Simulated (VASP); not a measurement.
# Cr3N (Fm-3m) in VASP: notebook

Runs on Cr3N. Level: PBE. Tasks: single point, relaxation of cell and atoms.

All numbers are computed with VASP 6.6.1; they aren't measurements. Logs are shortened: lines on timing, memory, paths and dates and some standing lists are left out, and cuts for length are marked.

### Step 1. The cell of the first run

The structure is cubic, space group Fm-3m (No. 225). The conventional cell has a = 5.492 Å, b = 5.492 Å, c = 5.492 Å, α = 90.00°, β = 90.00°, γ = 90.00°. Cr (site symmetry m-3m) has 8 Cr at 2.38 Å and 6 N at 2.75 Å within 3.1 Å. Within 3.1 Å of Cr (site symmetry -43m) lie 10 Cr at 2.38 to 2.75 Å and 4 N at 2.38 Å. Within 3.1 Å of N (site symmetry m-3m) lie 14 Cr at 2.38 to 2.75 Å.

The cell was generated, and may not be a known phase.

### Step 2. Single point, PBE, collinear spin, ferrimagnetic start

INCAR

```
SYSTEM = Cr3N
PREC = Accurate ; ENCUT = 520
EDIFF = 1E-6 ; ISMEAR = 0
SIGMA = 0.1 ; LREAL = .FALSE.
LASPH = .TRUE. ; NELM = 150
ALGO = Normal ; ISIF = 2
LWAVE = .FALSE. ; LCHARG = .FALSE.
ISPIN = 2 ; MAGMOM = -1.5 1.39 1.39 -0.2
LORBIT = 11 ; LMAXMIX = 4
GGA = PE ; NBANDS = 32
```

KPOINTS

```
regular mesh
0
G
  14 14 14
  0 0 0
```

POSCAR

```
Cr3N
1.0
    0.0000000000      2.7458166002      2.7458166002
    2.7458166002      0.0000000000      2.7458166002
    2.7458166002      2.7458166002      0.0000000000
Cr N
3 1
Direct
    0.5000000000      0.5000000000      0.5000000000
    0.2500000000      0.2500000000      0.2500000000
    0.7500000000      0.7500000000      0.7500000000
    0.0000000000      0.0000000000      0.0000000000
```

Potentials or basis: VASP PAW PBE potentials, release 64 (Cr_pv, N).

The run is started by

```
$ cat potpaw_PBE.64/Cr_pv/POTCAR potpaw_PBE.64/N/POTCAR > POTCAR
$ mpirun -np 1 vasp_std > vasp.out
```

OUTCAR:

```text
SYSTEM = Cr3N
   PREC = Accurate
   ENCUT = 520
   EDIFF = 1E-6
   ISMEAR = 0
   LREAL = .FALSE.
   LASPH = .TRUE.
   NELM = 150
   ISIF = 2
   ISPIN = 2
   LORBIT = 11
   GGA = PE

 ion  position               nearest neighbor table
   1  0.500  0.500  0.500-   2 2.38   2 2.38   2 2.38   2 2.38   3 2.38   3 2.38   3 2.38   3 2.38

   2  0.250  0.250  0.250-   4 2.38   4 2.38   4 2.38   1 2.38   4 2.38   1 2.38   1 2.38   1 2.38
                             3 2.75   3 2.75   3 2.75   3 2.75   3 2.75   3 2.75
   3  0.750  0.750  0.750-   1 2.38   1 2.38   1 2.38   1 2.38   4 2.38   4 2.38   4 2.38   4 2.38
                             2 2.75   2 2.75   2 2.75   2 2.75   2 2.75   2 2.75
   4  0.000  0.000  0.000-   3 2.38   3 2.38   3 2.38   2 2.38   3 2.38   2 2.38   2 2.38   2 2.38

  LATTYP: Found a face centered cubic cell.
 ALAT       =     5.4916332004

  Lattice vectors:

 A1 = (   0.0000000000,   2.7458166002,   2.7458166002)
 A2 = (   2.7458166002,   0.0000000000,   2.7458166002)
 A3 = (   2.7458166002,   2.7458166002,   0.0000000000)

Analysis of symmetry for initial positions (statically):
=====================================================================
 Subroutine PRICEL returns:
 Original cell was already a primitive cell.

 Routine SETGRP: Setting up the symmetry group for a
 face centered cubic supercell.

 Subroutine GETGRP returns: Found 48 space group operations
 (whereof 48 operations were pure point group operations)
 out of a pool of 48 trial point group operations.

The static configuration has the point symmetry O_h .

Analysis of symmetry for dynamics (positions and initial velocities):
=====================================================================
 Subroutine PRICEL returns:
 Original cell was already a primitive cell.

 Routine SETGRP: Setting up the symmetry group for a
 face centered cubic supercell.

 Subroutine GETGRP returns: Found 48 space group operations
 (whereof 48 operations were pure point group operations)
 out of a pool of 48 trial point group operations.

The dynamic configuration has the point symmetry O_h .

Analysis of structural, dynamic, and magnetic symmetry:
=====================================================================
 Subroutine PRICEL returns:
 Original cell was already a primitive cell.

 Routine SETGRP: Setting up the symmetry group for a
 face centered cubic supercell.

 Subroutine GETGRP returns: Found 48 space group operations
 (whereof 48 operations were pure point group operations)
 out of a pool of 48 trial point group operations.

The overall configuration has the point symmetry O_h .

 Subroutine INISYM returns: Found 48 space group operations
 (whereof 48 operations are pure point group operations),
 and found     1 'primitive' translations

----------------------------------------------------------------------------------------

                                     Primitive cell

  volume of cell :      41.4042

  direct lattice vectors                    reciprocal lattice vectors
     0.000000000  2.745816600  2.745816600    -0.182095192  0.182095192  0.182095192
     2.745816600  0.000000000  2.745816600     0.182095192 -0.182095192  0.182095192
     2.745816600  2.745816600  0.000000000     0.182095192  0.182095192 -0.182095192

  length of vectors
     3.883171076  3.883171076  3.883171076     0.315398124  0.315398124  0.315398124

  position of ions in fractional coordinates (direct lattice)
     0.500000000  0.500000000  0.500000000
     0.250000000  0.250000000  0.250000000
     0.750000000  0.750000000  0.750000000
     0.000000000  0.000000000  0.000000000

  ion indices of the primitive-cell ions
   primitive index   ion index
                 1           1
                 2           2
                 3           3
                 4           4

----------------------------------------------------------------------------------------

 KPOINTS: regular mesh

Automatic generation of k-mesh.
 Grid dimensions read from file:
 generate k-points for:   14   14   14

 Generating k-lattice:

  Cartesian coordinates                     Fractional coordinates (reciprocal lattice)
    -0.013006799  0.013006799  0.013006799     0.071428571  0.000000000  0.000000000
     0.013006799 -0.013006799  0.013006799     0.000000000  0.071428571  0.000000000
     0.013006799  0.013006799 -0.013006799     0.000000000  0.000000000  0.071428571

  Length of vectors
     0.022528437  0.022528437  0.022528437

  Shift w.r.t. Gamma in fractional coordinates (k-lattice)
     0.000000000  0.000000000  0.000000000

 Subroutine IBZKPT returns following result:
 ===========================================

 Found    104 irreducible k-points:

 Following reciprocal coordinates:
            Coordinates               Weight
  0.000000  0.000000  0.000000      1.000000
  0.071429  0.000000  0.000000      8.000000
  0.142857  0.000000  0.000000      8.000000
  0.214286  0.000000  0.000000      8.000000
  0.285714  0.000000  0.000000      8.000000
  0.357143  0.000000  0.000000      8.000000
[... 16 lines left out ...]
  0.214286  0.142857  0.000000     24.000000
  0.285714  0.142857  0.000000     24.000000
 [... further k-points ...]
   k-points           NKPTS =    104   k-points in BZ     NKDIM =    104   number of bands    NBANDS=     32
   number of dos      NEDOS =    301   number of ions     NIONS =      4
   total plane-waves  NPLWV =  27000
   dimension x,y,z NGX =    30 NGY =   30 NGZ =   30
   dimension x,y,z NGXF=    60 NGYF=   60 NGZF=   60
   ions per type =               3   1
   NGX,Y,Z   is equivalent  to a cutoff of  12.84, 12.84, 12.84 a.u.
   NGXF,Y,Z  is equivalent  to a cutoff of  25.69, 25.69, 25.69 a.u.
 SYSTEM =  Cr3N
   PREC   = accura    normal or accurate (medium, high low for compatibility)
   ISTART =      0    job   : 0-new  1-cont  2-samecut
   ICHARG =      2    charge: 1-file 2-atom 10-const
   ISPIN  =      2    spin polarized calculation?
   LNONCOLLINEAR =      F non collinear calculations
   LSORBIT =      F    spin-orbit coupling
   LASPH  =      T    aspherical Exc in radial PAW
   ENCUT  =  520.0 eV  38.22 Ry    6.18 a.u.   7.22  7.22  7.22*2*pi/ulx,y,z
   NELM   =    150;   NELMIN=  2; NELMDL= -5     # of ELM steps
   EDIFF  = 0.1E-05   stopping-criterion for ELM
   LREAL  =      F    real-space projection
[... 7 lines left out ...]
   TEBEG  =    0.0;   TEEND  =   0.0 temperature during run
   PSTRESS=    0.0 pullay stress
   NELECT =      41.0000    total number of electrons
   NUPDOWN=      -1.0000    fix difference up-down
   EMIN   =  10.00;   EMAX   =-10.00  energy-range for DOS
   EFERMI =   0.00;   METHOD = LEGACY
   ISMEAR =     0;   SIGMA  =   0.10  broadening in eV -4-tet -1-fermi 0-gaus
   EFERMI_NEDOS =   21; number of points for ismear=-14 and -15
   IALGO  =     38    algorithm
   IMIX   =      4    mixing-type and parameters
     AMIX     =   0.40;   BMIX     =  1.00
     AMIX_MAG =   1.60;   BMIX_MAG =  1.00
  volume/ion in A,a.u.               =      10.35        69.85
  Fermi-wavevector in a.u.,A,eV,Ry     =   1.631754  3.083567 36.227144  2.662620
  Thomas-Fermi vector in A             =   2.723837
   LORBIT       =     11    0 simple, 1 ext, 2 COOP (PROOUT), +10 PAW based schemes
   GGA     = PE    functional components
   LHFCALC =     F    Hartree Fock is set to
   AEXX    =    0.0000 exact exchange contribution
   IVDW    =     0    specifies the selected vdW correction
   LEPSILON=     F    determine dielectric tensor
   LRPA    =     F    only Hartree local field effects (RPA)
 spin polarized calculation
 Gauss-broadening in eV      SIGMA  =   0.10
  energy-cutoff  :      520.00
  volume of cell :       41.40
 maximum number of plane-waves:      1139
 NGX is ok and might be reduce to    30
   NGX = 15   NGY = 15   NGZ = 15

 number of electron      40.9999992 magnetization       0.8810480

 Free energy of the ion-electron system (eV)
  ---------------------------------------------------
  ext. energy  EPLUGINS =         0.00000000
  ---------------------------------------------------
  free energy    TOTEN  =       -33.22895994 eV

  energy without entropy =      -33.20881208  energy(sigma->0) =      -33.21888601

 E-fermi :  10.7908     XC(G=0): -13.4727

 val. band max:       10.7902695637   @ k =  -0.3571   0.5000   0.1429
 cond. band min:      10.7926140389   @ k =  -0.3571   0.2857   0.0000
 fundamental gap:      0.0023444752
 Fermi energy:        10.7907998157

 spin component 1

 k-point     1 :       0.0000    0.0000    0.0000
  band No.  band energies     occupation
      1     -32.8620      1.00000
      2     -32.8620      1.00000
      3     -32.8620      1.00000
      4     -32.7391      1.00000
      5     -32.7391      1.00000
      6     -32.7391      1.00000
[... 24 lines left out ...]
     31      17.6252      0.00000
     32      19.5064      0.00000
[... 774 lines left out ...]
      2     -32.9184      1.00000
      3     -32.8145      1.00000
      4     -32.7779      1.00000
      5     -32.7073      1.00000
      6     -32.7005      1.00000
[... 24 lines left out ...]
     31      17.6244      0.00000
     32      17.6272      0.00000

 [... further k-points ...]

 spin component 2

 k-point     1 :       0.0000    0.0000    0.0000
  band No.  band energies     occupation
      1     -32.8025      1.00000
      2     -32.8025      1.00000
      3     -32.8025      1.00000
      4     -31.6631      1.00000
      5     -31.6631      1.00000
      6     -31.6631      1.00000
[... 24 lines left out ...]
     31      19.2837      0.00000
     32      19.2874      0.00000
[... 774 lines left out ...]
      2     -32.8379      1.00000
      3     -32.7913      1.00000
      4     -31.6111      1.00000
      5     -31.6093      1.00000
      6     -31.5575      1.00000
[... 24 lines left out ...]
     31      17.6087      0.00000
     32      18.4195      0.00000

 [... further k-points ...]
[... 5 lines left out ...]
  --------------------------------------------------------------------------------------
  -------------------------------------------------------------------------------------
  Total        0.0007741      0.0007741      0.0007741      0.0000000      0.0000000     -0.0000000
  in kB        0.0299540      0.0299540      0.0299540      0.0000000      0.0000000     -0.0000000
  external PRESSURE =       0.0299540 kB  Pullay stress =       0.0000000 kB

 VOLUME and BASIS-vectors are now :
 -----------------------------------------------------------------------------
  energy-cutoff  :      520.00
  volume of cell :       41.40
      direct lattice vectors                 reciprocal lattice vectors
     0.000000000  2.745816600  2.745816600    -0.182095192  0.182095192  0.182095192
     2.745816600  0.000000000  2.745816600     0.182095192 -0.182095192  0.182095192
     2.745816600  2.745816600  0.000000000     0.182095192  0.182095192 -0.182095192

 POSITION                                       TOTAL-FORCE (eV/Angst)
 -----------------------------------------------------------------------------------
      2.74582      2.74582      2.74582         0.000000      0.000000      0.000000
      1.37291      1.37291      1.37291        -0.000000      0.000000     -0.000000
      4.11872      4.11872      4.11872        -0.000000     -0.000000     -0.000000
      0.00000      0.00000      0.00000         0.000000      0.000000      0.000000
 -----------------------------------------------------------------------------------
    total drift:                                0.000000     -0.000000      0.000000

  FREE ENERGIE OF THE ION-ELECTRON SYSTEM (eV)
  ---------------------------------------------------
  free  energy   TOTEN  =       -33.2289599407 eV

  energy  without entropy=      -33.2088120821  energy(sigma->0) =      -33.21888601

 total charge

# of ion       s       p       d       tot
------------------------------------------
    1        0.480   6.300   4.474  11.254
    2        0.337   6.304   4.359  11.000
    3        0.337   6.304   4.359  11.000
    4        1.319   2.136   0.000   3.455
--------------------------------------------------
tot          2.473  21.044  13.192  36.709

 magnetization (x)

# of ion       s       p       d       tot
------------------------------------------
    1       -0.038   0.029  -1.378  -1.388
    2        0.008   0.008   1.187   1.203
    3        0.008   0.008   1.187   1.203
    4       -0.014  -0.124   0.000  -0.139
--------------------------------------------------
tot         -0.037  -0.080   0.997   0.880
```

Run time: 13 min. Hardware: 1 thread of Intel Xeon 8259CL, shared host; peak memory 0.33 GiB.

Results:

```yaml
Free_energy: -33.2290 eV
Pressure: 0.0 GPa
Net_moment: 0.88 μB per cell
Site_moments: Cr -1.39, +1.20 (each value once); N -0.14 μB
Valence_electrons_inside_the_program's_atomic_spheres: Cr 11.25, 11.00 (each value once); N 3.46
```

### Step 3. Relaxation of cell and atoms, PBE, collinear spin, ferrimagnetic start

This run uses another cell than the first one, of 10.44 Å³/atom.

INCAR

```
ALGO = Fast ; EDIFF = 1E-6
EDIFFG = -0.01 ; ENCUT = 600
GGA = PE ; IBRION = 2
ISIF = 3 ; ISMEAR = 0
ISPIN = 2 ; LASPH = True
LCHARG = False ; LMAXMIX = 4
LORBIT = 11 ; LREAL = False
LWAVE = False ; MAGMOM = -1.5 1.39 1.39 -0.2
NELM = 150 ; NSW = 100
PREC = Accurate ; SIGMA = 0.1
```

KPOINTS

```
k-points
0
Gamma
  14 14 14
```

POSCAR

```
Cr3N
1.0
    0.0000000000      2.7534972610      2.7534972610
    2.7534972610      0.0000000000      2.7534972610
    2.7534972610      2.7534972610      0.0000000000
Cr N
3 1
Direct
    0.5000000000      0.5000000000      0.5000000000
    0.2500000000      0.2500000000      0.2500000000
    0.7500000000      0.7500000000      0.7500000000
    0.0000000000      0.0000000000      0.0000000000
```

Potentials or basis: VASP PAW PBE potentials, release 64 (Cr_pv, N).

The run is started by

```
$ cat potpaw_PBE.64/Cr_pv/POTCAR potpaw_PBE.64/N/POTCAR > POTCAR
$ mpirun -np 1 vasp_std > vasp.out
```

Wall time 26 min (1 thread of Oxide Virtual Turin-like, shared host); peak memory 0.32 GiB.

It converged, with:

```yaml
Free_energy: -33.2308 eV
Relaxed_volume: 10.35 Å³/atom
Relaxed_cell: a = 3.883 Å, b = 3.883 Å, c = 3.883 Å, α = 60.00°, β = 60.00°, γ = 60.00°
Space_group_after_relaxing_to_0.1_Å: Fm-3m (No. 225)
Energy_gained_by_relaxing: 0.4 meV/atom
Ionic_steps: 3
Pressure_after_relaxing: 0.0 GPa
Net_moment: 0.88 μB per cell
Site_moments: Cr -1.39, +1.20 (each value once); N -0.14 μB
Valence_electrons_inside_the_program's_atomic_spheres: Cr 11.26, 11.00 (each value once); N 3.44
```

The path:
| step | energy change (eV) | largest force (eV/Å) | pressure (GPa) | volume (Å³) |
| --- | --- | --- | --- | --- |
| 1 | 0.0000 | 0.0000 | -1.38 | 41.75 |
| 2 | -0.0012 | 0.0000 | 0.71 | 41.21 |
| 3 | -0.0016 | 0.0000 | -0.03 | 41.39 |

Final structure:
```cif
data_structure
_symmetry_space_group_name_H-M 'P 1'
_symmetry_Int_Tables_number 1
_cell_length_a 3.8828
_cell_length_b 3.8828
_cell_length_c 3.8828
_cell_angle_alpha 60.000
_cell_angle_beta 60.000
_cell_angle_gamma 60.000
_cell_volume 41.39
loop_
_atom_site_label
_atom_site_type_symbol
_atom_site_fract_x
_atom_site_fract_y
_atom_site_fract_z
_atom_site_occupancy
Cr1 Cr 0.50000 0.50000 0.50000 1
Cr2 Cr 0.25000 0.25000 0.25000 1
Cr3 Cr 0.75000 0.75000 0.75000 1
N1 N 0.00000 0.00000 0.00000 1
```

Levels at points of the mesh, in eV from the Fermi level:
Spin up:
```tsv
k point	band 19	band 20	band 21	band 22	band 23	band 24
(0.00, 0.00, 0.00)	-1.52	0.98	0.98	0.98	1.00	1.00
(0.50, 0.00, 0.00)	-0.83	-0.83	-0.47	0.54	0.54	0.80
(0.50, 0.50, 0.00)	-0.53	-0.53	0.11	0.35	0.45	0.85
```
Spin down:
| k point | band 17 | band 18 | band 19 | band 20 | band 21 | band 22 | band 23 | band 24 |
| --- | --- | --- | --- | --- | --- | --- | --- | --- |
| (0.00, 0.00, 0.00) | -1.93 | -1.93 | -1.93 | 1.29 | 1.29 | 1.59 | 1.59 | 1.59 |
| (0.50, 0.00, 0.00) | -0.99 | -0.99 | 0.01 | 0.01 | 0.23 | 0.23 | 0.42 | 0.50 |
| (0.50, 0.50, 0.00) | -2.11 | -1.59 | -1.03 | -1.03 | 0.53 | 0.53 | 1.30 | 1.37 |

With open d or f shells a metallic result of PBE can be an artefact of self-interaction; +U or a hybrid may open a gap.
